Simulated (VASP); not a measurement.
W: single point with r2SCAN

W:

```
W
1.0
     3.13672    0.00000    0.00000
     0.00000    3.17861    0.00000
     0.00000    0.00000    3.17861
W
2
Direct
  0.00000 0.00000 0.00000
  0.50000 0.50000 0.50000
```

This cell differs from its parent crystal: uniaxial strain along a: -1.0 %, then relaxed in part.

```json
{
 "Program": "VASP 6.6.1",
 "Task": "single point",
 "Functional": "r2SCAN",
 "Potentials or basis": "VASP PAW PBE potentials, release 64 (W_sv)",
 "Cutoff": "520 eV",
 "k mesh": "16 × 16 × 16",
 "Occupations": "gaussian, width 0.1 eV",
 "Spin": "no spin polarisation"
}
```

The pressure is 2.6 GPa and the band gap on the k mesh is zero (band 14 reaches 11.86 eV, above the bottom of band 15 at 10.63 eV).

Stress tensor (GPa, compression positive):
```
5.30 0.00 0.00
0.00 1.27 0.00
0.00 0.00 1.27
```

Levels at points of the mesh, in eV from the Fermi level:
```tsv
k point	band 12	band 13	band 14	band 15	band 16	band 17
(0.00, 0.00, 0.00)	-1.44	-1.25	-1.25	2.40	2.66	5.29
(0.50, 0.00, 0.00)	-2.81	-0.69	-0.69	-0.69	-0.69	1.32
(0.00, 0.50, 0.00)	-2.87	-0.66	-0.66	-0.51	-0.51	1.42
(0.50, 0.50, 0.00)	-3.85	0.54	0.54	2.44	2.44	3.48
(0.00, 0.50, 0.50)	-3.65	0.42	0.42	2.21	2.21	3.35
(0.50, 0.50, 0.50)	-3.25	-3.16	-3.16	3.54	3.54	3.66
```

It took 3 min on 1 thread of Intel(R) Xeon(R) 6975P-C (Granite Rapids) (shared host), peak memory 0.31 GiB.

Caveat: the cell differs from its parent crystal (uniaxial strain along a: -1.0 %, then relaxed in part); the PAW data sets were made with another functional, which shifts forces and pressure a little; spin-orbit coupling is left out, which moves the levels of the heavy elements.
